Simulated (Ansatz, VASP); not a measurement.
**Two plane-wave programs on Ca3SbP**

```xyz
5
Lattice="5.2516 0.0000 0.0000 0.0000 5.2516 0.0000 0.0000 0.0000 5.2516" Properties=species:S:1:pos:R:3 pbc="T T T"
Ca   -0.0603    2.6258    2.6258
Ca    2.1608    0.0000    2.6258
Ca    2.6108    2.6258    0.0000
Sb    0.1844    0.0000    0.0000
P     2.6002    2.6258    2.6258
```

Change from the starting cell: mode 1 frozen in at -0.240 Å and mode 7 at -0.225 Å (largest displacements).

Alike in both runs: task single point; functional LDA; k mesh 6 × 6 × 6; occupations gaussian, width 0.05 eV; no spin polarisation.

|  | VASP | Ansatz |
| --- | --- | --- |
| version | VASP 6.6.1 | Ansatz 0.2.0 |
| potentials or method | VASP PAW LDA potentials, release 64 (Ca_sv, Sb, P), cutoff 520 eV | scalar-relativistic, plane waves, PAW |
| valence electrons in the cell | 40 | 50 |

Ansatz gave:

| Quantity | Value |
| --- | --- |
| gap on the k mesh at the Fermi level (eV) | 0.77 |
| least direct gap on the mesh (eV) | 0.77 |
| pressure (GPa) | 0.5 |
| traceless stress, the component that is largest in VASP (GPa) | -1.28 |
| rms of the force components (eV/Å) | 0.097 |

Task: Which values does VASP return?

Result: gap on the k mesh at the Fermi level (eV): 0.76; least direct gap on the mesh (eV): 0.76; pressure (GPa): 0.7; traceless stress, the component that is largest in VASP (GPa): -1.30; rms of the force components (eV/Å): 0.099.

LDA's correlation is that of Perdew and Zunger in VASP and of Perdew and Wang (1992) in Ansatz. Atom by atom the forces differ by 0.004 eV/Å (rms over components). VASP's potentials hold 40 valence electrons a cell and Ansatz's 50, so a difference there can come from the potentials and not from the codes.

Spin-orbit coupling is off throughout.
